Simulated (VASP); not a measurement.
Te: electric field gradients with LDA

Crystal: Te.

```
CELL_PARAMETERS angstrom
4.19176 -2.34749 0.00000
4.19176 2.34749 0.00000
-0.12915 0.00000 3.95735
ATOMIC_POSITIONS crystal
Te 0.67600 0.67600 0.67500
Te 0.32400 0.32400 0.32500
Te 0.00000 0.00000 0.00000
```

This cell differs from its parent crystal: equal xx and yy strain of -1 %.

```yaml
Program: VASP 6.6.1
Task: electric field gradients
Functional: LDA
Potentials_or_basis: VASP PAW LDA potentials, release 64 (Te)
Cutoff: 520 eV
k_mesh: 8 × 8 × 8
Occupations: fermi-dirac, width 0.05 eV
Spin: no spin polarisation
Dipole_correction: no
Further_INCAR_settings: ALGO = Normal; EDIFF = 1e-08; NBANDS = 16
```

The pressure is 7.0 GPa and the largest force is 0.526 eV/Å. The band gap on the k mesh is zero (bands 9 and 10 overlap by 3.61 eV) and the largest electric field gradient by atom is Te -270.5, -305.8 (each value once) V/Å².

Forces on the atoms (eV/Å):
```
Te  -0.479  0.000 -0.216
Te   0.479  0.000  0.216
Te   0.000  0.000  0.000
```

Stress tensor (GPa, compression positive):
```
6.78 0.00 0.91
0.00 6.95 0.00
0.91 0.00 7.14
```

Levels at points of the mesh, in eV from the Fermi level:
| k point | band 7 | band 8 | band 9 | band 10 | band 11 | band 12 |
| --- | --- | --- | --- | --- | --- | --- |
| (0.00, 0.00, 0.00) | -3.99 | -2.30 | -1.99 | 1.56 | 2.93 | 3.28 |
| (0.50, 0.00, 0.00) | -2.75 | 0.14 | 0.20 | 0.44 | 0.89 | 2.74 |
| (0.50, 0.50, 0.00) | -2.41 | 0.43 | 0.53 | 0.63 | 0.75 | 2.34 |
| (0.00, 0.00, 0.50) | -2.68 | -1.93 | -1.90 | -1.87 | -1.68 | -1.10 |
| (0.50, 0.00, 0.50) | -3.99 | -3.82 | 1.74 | 1.95 | 1.98 | 3.25 |
| (0.50, 0.50, 0.50) | -3.99 | -3.83 | 1.61 | 1.78 | 2.32 | 2.71 |

Electric field gradients, principal values (V/Å²):
| atom | least | middle | greatest (by size) |
| --- | --- | --- | --- |
| 1 Te | 111.008 | 159.482 | -270.491 |
| 2 Te | 111.008 | 159.482 | -270.491 |
| 3 Te | 54.606 | 251.193 | -305.799 |

It took 2.6 min on 1 thread of Intel(R) Xeon(R) Platinum 8375C CPU @ 2.90GHz (Ice Lake), on a shared host, peak memory 0.26 GiB.

Caveat: the cell differs from its parent crystal (equal xx and yy strain of -1 %); the cell stands under pressure; without QUAD_EFG the Cq values of the log hold for a quadrupole moment of 1 mb, not for the nuclei; spin-orbit coupling is left out, which moves the levels of the heavy elements.
